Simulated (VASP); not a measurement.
# Ge (Cmcm) in VASP: single point with r2SCAN

Aim: the single point of Ge with r2SCAN.

Program: VASP 6.6.1. These are calculated values, not measurements. Logs are shortened: lines on timing, memory, paths and dates and some standing lists are left out, and cuts for length are marked.

### Step 1. The cell of the first run

The typed cell holds 2 atoms: a = 2.887 Å, b = 2.887 Å, c = 5.299 Å, α = 90.00°, β = 90.00°, γ = 122.09°.

### Step 2. Single point, r2SCAN

Input file POSCAR:

```
Ge
1.0
    1.3975921240     -2.5262146454      0.0000000000
    1.3975921240      2.5262146454      0.0000000000
    0.0000000000      0.0000000000      5.2992283745
Ge
2
Direct
    0.5002627511      0.4997372489      0.2500000000
    0.4997372489      0.5002627511      0.7500000000
```

Input file INCAR.step1:

```
SYSTEM = Ge
PREC = Accurate ; ENCUT = 520
ISMEAR = 0 ; SIGMA = 0.15
LREAL = .False. ; LASPH = .True.
NELM = 100 ; NBANDS = 21
GGA = PE ; ALGO = Normal
EDIFF = 1E-4 ; LWAVE = .True.
LCHARG = .False.
```

Input file INCAR.step2:

```
SYSTEM = Ge
PREC = Accurate ; ENCUT = 520
EDIFF = 1E-6 ; ISMEAR = 0
SIGMA = 0.15 ; LREAL = .False.
LASPH = .True. ; NELM = 100
ALGO = Normal ; ISIF = 2
LWAVE = .False. ; LCHARG = .False.
METAGGA = R2SCAN ; LMIXTAU = .True.
NBANDS = 21 ; ISTART = 1
```

Input file KPOINTS:

```
Automatic mesh
0
Gamma
  24 24 12
  0 0 0
```

Potentials or basis: VASP PAW PBE potentials, release 64 (Ge_d).

The run is started by

```
> cat potpaw_PBE.64/Ge_d/POTCAR > POTCAR
> cp INCAR.step1 INCAR
> mpirun -np 1 vasp_std > vasp.out
> cp INCAR.step2 INCAR
> mpirun -np 1 vasp_std > vasp.out
```

OUTCAR:

```text
SYSTEM = Ge
   PREC = Accurate
   ENCUT = 520
   EDIFF = 1E-6
   ISMEAR = 0
   LREAL = .False.
   LASPH = .True.
   NELM = 100
   ISIF = 2
   METAGGA = R2SCAN
   ISTART = 1

 ion  position               nearest neighbor table
   1  0.500  0.500  0.250-   2 2.65   2 2.65
   2  0.500  0.500  0.750-   1 2.65   1 2.65

  LATTYP: Found a base centered orthorhombic cell.
 ALAT       =     2.7951842480
 B/A-ratio  =     1.8075478546
 C/A-ratio  =     1.8958422431

  Lattice vectors:

 A1 = (   1.3975921240,  -2.5262146454,   0.0000000000)
 A2 = (   1.3975921240,   2.5262146454,   0.0000000000)
 A3 = (   0.0000000000,   0.0000000000,   5.2992283745)

Analysis of symmetry for initial positions (statically):
=====================================================================
 Subroutine PRICEL returns:
 Original cell was already a primitive cell.

 Routine SETGRP: Setting up the symmetry group for a
 base centered orthorhombic supercell.

 Subroutine GETGRP returns: Found  8 space group operations
 (whereof  4 operations were pure point group operations)
 out of a pool of  8 trial point group operations.

The static configuration has the point symmetry C_2h.
 The point group associated with its full space group is D_2h.

Analysis of symmetry for dynamics (positions and initial velocities):
=====================================================================
 Subroutine PRICEL returns:
 Original cell was already a primitive cell.

 Routine SETGRP: Setting up the symmetry group for a
 base centered orthorhombic supercell.

 Subroutine GETGRP returns: Found  8 space group operations
 (whereof  4 operations were pure point group operations)
 out of a pool of  8 trial point group operations.

The dynamic configuration has the point symmetry C_2h.
 The point group associated with its full space group is D_2h.

 Subroutine INISYM returns: Found  8 space group operations
 (whereof  4 operations are pure point group operations),
 and found     1 'primitive' translations

----------------------------------------------------------------------------------------

                                     Primitive cell

  volume of cell :      37.4191

  direct lattice vectors                    reciprocal lattice vectors
     1.397592124 -2.526214645  0.000000000     0.357758170 -0.197924591  0.000000000
     1.397592124  2.526214645  0.000000000     0.357758170  0.197924591  0.000000000
     0.000000000  0.000000000  5.299228375     0.000000000  0.000000000  0.188706719

  length of vectors
     2.887044194  2.887044194  5.299228375     0.408858229  0.408858229  0.188706719

  position of ions in fractional coordinates (direct lattice)
     0.500262751  0.499737249  0.250000000
     0.499737249  0.500262751  0.750000000

  ion indices of the primitive-cell ions
   primitive index   ion index
                 1           1
                 2           2

----------------------------------------------------------------------------------------

 KPOINTS: Automatic mesh

Automatic generation of k-mesh.
 Grid dimensions read from file:
 generate k-points for:   24   24   12

 Generating k-lattice:

  Cartesian coordinates                     Fractional coordinates (reciprocal lattice)
     0.014906590 -0.008246858  0.000000000     0.041666667  0.000000000  0.000000000
     0.014906590  0.008246858  0.000000000     0.000000000  0.041666667  0.000000000
     0.000000000  0.000000000  0.015725560     0.000000000  0.000000000  0.083333333

  Length of vectors
     0.017035760  0.017035760  0.015725560

  Shift w.r.t. Gamma in fractional coordinates (k-lattice)
     0.000000000  0.000000000  0.000000000

 Subroutine IBZKPT returns following result:
 ===========================================

 Found   1099 irreducible k-points:

 Following reciprocal coordinates:
            Coordinates               Weight
  0.000000  0.000000  0.000000      1.000000
  0.041667  0.000000  0.000000      4.000000
  0.083333  0.000000  0.000000      4.000000
  0.125000  0.000000  0.000000      4.000000
  0.166667  0.000000  0.000000      4.000000
  0.208333  0.000000  0.000000      4.000000
[... 16 lines left out ...]
  0.416667  0.041667  0.000000      4.000000
  0.458333  0.041667  0.000000      4.000000
 [... further k-points ...]
   k-points           NKPTS =   1099   k-points in BZ     NKDIM =   1099   number of bands    NBANDS=     21
   number of dos      NEDOS =    301   number of ions     NIONS =      2
   total plane-waves  NPLWV =  23040
   dimension x,y,z NGX =    24 NGY =   24 NGZ =   40
   dimension x,y,z NGXF=    48 NGYF=   48 NGZF=   80
   ions per type =               2
   NGX,Y,Z   is equivalent  to a cutoff of  13.82, 13.82, 12.55 a.u.
   NGXF,Y,Z  is equivalent  to a cutoff of  27.64, 27.64, 25.10 a.u.
 SYSTEM =  Ge
   PREC   = accura    normal or accurate (medium, high low for compatibility)
   ISTART =      1    job   : 0-new  1-cont  2-samecut
   ICHARG =      0    charge: 1-file 2-atom 10-const
   ISPIN  =      1    spin polarized calculation?
   LNONCOLLINEAR =      F non collinear calculations
   LSORBIT =      F    spin-orbit coupling
   LASPH  =      T    aspherical Exc in radial PAW
   ENCUT  =  520.0 eV  38.22 Ry    6.18 a.u.   5.37  5.37  9.85*2*pi/ulx,y,z
   NELM   =    100;   NELMIN=  2; NELMDL=  0     # of ELM steps
   EDIFF  = 0.1E-05   stopping-criterion for ELM
   LREAL  =      F    real-space projection
   EDIFFG = 0.1E-04   stopping-criterion for IOM
   NSW    =      0    number of steps for IOM
   IBRION =     -1    ionic relax: 0-MD 1-quasi-New 2-CG
   NFREE  =      0    steps in history (QN), initial steepest desc. (CG)
   ISIF   =      2    stress and relaxation
   ISYM   =      2    0-nonsym 1-usesym 2-fastsym
   POTIM  = 0.5000    time-step for ionic-motion
   TEBEG  =    0.0;   TEEND  =   0.0 temperature during run
   PSTRESS=    0.0 pullay stress
   NELECT =      28.0000    total number of electrons
   NUPDOWN=      -1.0000    fix difference up-down
   EMIN   =  10.00;   EMAX   =-10.00  energy-range for DOS
   EFERMI =   0.00;   METHOD = LEGACY
   ISMEAR =     0;   SIGMA  =   0.15  broadening in eV -4-tet -1-fermi 0-gaus
   EFERMI_NEDOS =   21; number of points for ismear=-14 and -15
   IALGO  =     38    algorithm
   IMIX   =      4    mixing-type and parameters
     AMIX     =   0.40;   BMIX     =  1.00
     AMIX_MAG =   1.60;   BMIX_MAG =  1.00
  volume/ion in A,a.u.               =      18.71       126.26
  Fermi-wavevector in a.u.,A,eV,Ry     =   1.486266  2.808635 30.055068  2.208985
  Thomas-Fermi vector in A             =   2.599573
   LORBIT       =      0    0 simple, 1 ext, 2 COOP (PROOUT), +10 PAW based schemes
   METAGGA = R2SCAN    functional components
   LHFCALC =     F    Hartree Fock is set to
   AEXX    =    0.0000 exact exchange contribution
   IVDW    =     0    specifies the selected vdW correction
   LEPSILON=     F    determine dielectric tensor
   LRPA    =     F    only Hartree local field effects (RPA)
 non-spin polarized calculation
 Gauss-broadening in eV      SIGMA  =   0.15
  energy-cutoff  :      520.00
  volume of cell :       37.42
 maximum number of plane-waves:      1026
 NGX is ok and might be reduce to    24
   NGX = 11   NGY = 11   NGZ = 19

 number of electron      27.9999994 magnetization

 Free energy of the ion-electron system (eV)
  ---------------------------------------------------
  ext. energy  EPLUGINS =         0.00000000
  ---------------------------------------------------
  free energy    TOTEN  =       -26.98122069 eV

  energy without entropy =      -26.97302667  energy(sigma->0) =      -26.97712368

 E-fermi :   6.6279     XC(G=0): -12.3451

 val. band max:        6.6275128635   @ k =   0.3750   0.0417   0.2500
 cond. band min:       6.6289938415   @ k =   0.4167   0.2500   0.1667
 fundamental gap:      0.0014809780
 Fermi energy:         6.6278578833

 k-point     1 :       0.0000    0.0000    0.0000
  band No.  band energies     occupation
      1     -18.9259      2.00000
      2     -18.8348      2.00000
      3     -18.8222      2.00000
      4     -18.7986      2.00000
      5     -18.7869      2.00000
      6     -18.7413      2.00000
[... 13 lines left out ...]
     20      20.7091      0.00000
     21      22.1759      0.00000

 k-point     2 :       0.0417    0.0000    0.0000
  band No.  band energies     occupation
      1     -18.9246      2.00000
      2     -18.8328      2.00000
      3     -18.8202      2.00000
      4     -18.7987      2.00000
      5     -18.7870      2.00000
      6     -18.7419      2.00000
[... 13 lines left out ...]
     20      20.6573      0.00000
     21      21.4987      0.00000

 k-point     3 :       0.0833    0.0000    0.0000
  band No.  band energies     occupation
      1     -18.9207      2.00000
      2     -18.8275      2.00000
      3     -18.8147      2.00000
      4     -18.7984      2.00000
      5     -18.7869      2.00000
      6     -18.7438      2.00000
[... 13 lines left out ...]
     20      19.9245      0.00000
     21      21.8700      0.00000

 k-point     4 :       0.1250    0.0000    0.0000
  band No.  band energies     occupation
      1     -18.9148      2.00000
      2     -18.8214      2.00000
      3     -18.8090      2.00000
      4     -18.7952      2.00000
      5     -18.7841      2.00000
      6     -18.7482      2.00000
[... 13 lines left out ...]
     20      19.4126      0.00000
     21      20.6739      0.00000

 k-point     5 :       0.1667    0.0000    0.0000
  band No.  band energies     occupation
      1     -18.9081      2.00000
      2     -18.8185      2.00000
      3     -18.8079      2.00000
      4     -18.7853      2.00000
      5     -18.7745      2.00000
      6     -18.7561      2.00000
[... 13 lines left out ...]
     20      19.1386      0.00000
     21      19.4684      0.00000

 k-point     6 :       0.2083    0.0000    0.0000
  band No.  band energies     occupation
      1     -18.9016      2.00000
      2     -18.8180      2.00000
      3     -18.8116      2.00000
      4     -18.7696      2.00000
      5     -18.7668      2.00000
      6     -18.7591      2.00000
[... 13 lines left out ...]
     20      17.6256      0.00000
     21      19.7970      0.00000

 k-point     7 :       0.2500    0.0000    0.0000
  band No.  band energies     occupation
      1     -18.8966      2.00000
      2     -18.8174      2.00000
      3     -18.8174      2.00000
      4     -18.7787      2.00000
      5     -18.7509      2.00000
      6     -18.7487      2.00000
[... 13 lines left out ...]
     20      16.3714      0.00000
     21      20.2432      0.00000
[... 291 lines left out ...]
      1     -18.8923      2.00000
      2     -18.8258      2.00000
      3     -18.8141      2.00000
      4     -18.7974      2.00000
      5     -18.7538      2.00000
      6     -18.7205      2.00000
[... 13 lines left out ...]
     20      16.3666      0.00000
     21      20.4363      0.00000

 k-point    21 :       0.3333    0.0417    0.0000
  band No.  band energies     occupation
      1     -18.8929      2.00000
      2     -18.8320      2.00000
      3     -18.8101      2.00000
      4     -18.8077      2.00000
      5     -18.7562      2.00000
      6     -18.7034      2.00000
[... 13 lines left out ...]
     20      16.9355      0.00000
     21      20.1764      0.00000

 k-point    22 :       0.3750    0.0417    0.0000
  band No.  band energies     occupation
      1     -18.8946      2.00000
      2     -18.8371      2.00000
      3     -18.8160      2.00000
      4     -18.8056      2.00000
      5     -18.7583      2.00000
      6     -18.7016      2.00000
[... 13 lines left out ...]
     20      17.4887      0.00000
     21      19.9955      0.00000

 k-point    23 :       0.4167    0.0417    0.0000
  band No.  band energies     occupation
      1     -18.8962      2.00000
      2     -18.8407      2.00000
      3     -18.8216      2.00000
      4     -18.8018      2.00000
      5     -18.7597      2.00000
      6     -18.7052      2.00000
[... 13 lines left out ...]
     20      17.9541      0.00000
     21      19.8335      0.00000

 k-point    24 :       0.4583    0.0417    0.0000
  band No.  band energies     occupation
      1     -18.8972      2.00000
      2     -18.8425      2.00000
      3     -18.8244      2.00000
      4     -18.7996      2.00000
      5     -18.7605      2.00000
      6     -18.7070      2.00000
[... 13 lines left out ...]
     20      18.2270      0.00000
     21      19.6774      0.00000

 [... further k-points ...]

------------------------ aborting loop because EDIFF is reached ----------------------------------------

  FORCE on cell =-STRESS in cart. coord.  units (eV):
  Direction    XX          YY          ZZ          XY          YZ          ZX
  --------------------------------------------------------------------------------------
  -------------------------------------------------------------------------------------
  Total        0.1297490     -0.3060254      0.0110436      0.0000000      0.0000000      0.0000000
  in kB        5.5554751    -13.1031219      0.4728537      0.0000000      0.0000000      0.0000000
  external PRESSURE =      -2.3582643 kB  Pullay stress =       0.0000000 kB

 VOLUME and BASIS-vectors are now :
 -----------------------------------------------------------------------------
  energy-cutoff  :      520.00
  volume of cell :       37.42
      direct lattice vectors                 reciprocal lattice vectors
     1.397592124 -2.526214645  0.000000000     0.357758170 -0.197924591  0.000000000
     1.397592124  2.526214645  0.000000000     0.357758170  0.197924591  0.000000000
     0.000000000  0.000000000  5.299228375     0.000000000  0.000000000  0.188706719

 POSITION                                       TOTAL-FORCE (eV/Angst)
 -----------------------------------------------------------------------------------
      1.39759     -0.00133      1.32481         0.000000      0.001663      0.000000
      1.39759      0.00133      3.97442         0.000000     -0.001663      0.000000
 -----------------------------------------------------------------------------------
    total drift:                                0.000000     -0.000000     -0.000000

  FREE ENERGIE OF THE ION-ELECTRON SYSTEM (eV)
  ---------------------------------------------------
  free  energy   TOTEN  =       -26.9812206880 eV

  energy  without entropy=      -26.9730266663  energy(sigma->0) =      -26.97712368
```

Run time: 53 min. Hardware: 1 thread of Oxide Virtual Turin-like, shared host; peak memory 0.68 GiB.

What came out:

* Free energy: -26.9812 eV
* Pressure: -0.2 GPa
* Band gap on the k mesh: zero (bands 14 and 15 overlap by 9.93 eV)

Stress tensor (GPa, compression positive):
```
 0.56  0.00  0.00
 0.00 -1.31  0.00
 0.00  0.00  0.05
```

Caveat: the PAW data sets were made with another functional, which shifts forces and pressure a little.
